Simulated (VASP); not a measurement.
The system is CaO (wurtzite type).

```
Ca O
1.0
     3.58240    0.00000    0.00000
    -1.79120    3.10245    0.00000
     0.00000    0.00000    5.83931
Ca O
2 2
Direct
  0.33333 0.66667 0.00000
  0.66667 0.33333 0.50000
  0.33333 0.66667 0.37600
  0.66667 0.33333 0.87600
```

```yaml
Program: VASP 6.6.1
Task: relaxation of cell and atoms
Functional: PBE
Potentials_or_basis: VASP PAW PBE potentials, release 64 (Ca_sv, O)
Cutoff: 600 eV
k_mesh: 12 × 12 × 6
Occupations: fermi-dirac, width 0.05 eV
Spin: no spin polarisation
```

At the start: pressure 10.2 GPa; volume 16.22 Å³/atom.

Problem. Where does the relaxation end?

Solution. Over 36 steps the energy falls by 135.7 meV/atom and the volume is 16.77 Å³/atom (+3.4 %); space group P6_3/mmc (No. 194, to 0.05 Å).

The path:
```
step  energy change (eV)  largest force (eV/Å)  pressure (GPa)  volume (Å³)
   1              0.0000                0.1293           10.23        64.90
   2             -0.2019                0.1357           -2.76        75.12
   3             -0.2245                0.1429           -0.13        72.38
   4             -0.2245                0.1426           -0.29        72.53
   5             -0.2336                0.1419           -0.29        72.49
   6             -0.2536                0.1601           -0.31        72.32
   7             -0.2734                0.2778           -0.49        71.84
   8             -0.2839                0.2082           -0.40        71.55
   9             -0.3041                0.0464           -0.04        70.66
  10             -0.3203                0.0979            0.86        68.89
  11             -0.3899                0.0000            3.46        65.34
  12              2.6542                7.8990           37.35        58.21
  13             -0.3923                0.0161            3.67        65.21
  14             -0.4146                0.0557            5.68        63.55
  15             -0.4144                0.0111            5.04        63.98
  16             -0.4153                0.0281            5.30        63.78
  17             -0.4188                0.0415            5.35        63.74
  18             -0.4255                0.0965            5.54        63.60
  19             -0.4151                0.2899            6.19        63.32
  20             -0.4264                0.1237            5.63        63.55
  21             -0.4323                0.1223            5.41        63.68
  22             -0.4488                0.1185            4.71        64.07
  23             -0.4762                0.1105            3.40        64.86
  24             -0.5104                0.0938            1.00        66.45
  25             -0.5049                0.0592           -3.06        69.71
  26             -0.5194                0.0780           -0.95        67.91
  27             -0.5233                0.0813           -0.88        67.83
  28             -0.5327                0.0886           -0.60        67.58
  29             -0.5396                0.0926            0.09        67.06
  30             -0.5397                0.0929           -0.01        67.12
  31             -0.5406                0.0794            0.02        67.10
  32             -0.5423                0.0380            0.07        67.03
  33             -0.5419                0.0459            0.26        66.89
  34             -0.5427                0.0014            0.14        66.97
  35             -0.5428                0.0007           -0.05        67.11
  36             -0.5428                0.0008           -0.02        67.10
```

Final structure:
```cif
data_structure
_symmetry_space_group_name_H-M 'P 1'
_symmetry_Int_Tables_number 1
_cell_length_a 4.0108
_cell_length_b 4.0108
_cell_length_c 4.8164
_cell_angle_alpha 90.000
_cell_angle_beta 90.000
_cell_angle_gamma 120.000
_cell_volume 67.10
loop_
_atom_site_label
_atom_site_type_symbol
_atom_site_fract_x
_atom_site_fract_y
_atom_site_fract_z
_atom_site_occupancy
Ca1 Ca 0.33333 0.66667 0.93797 1
Ca2 Ca 0.66667 0.33333 0.43797 1
O1 O 0.33333 0.66667 0.43803 1
O2 O 0.66667 0.33333 0.93803 1
```
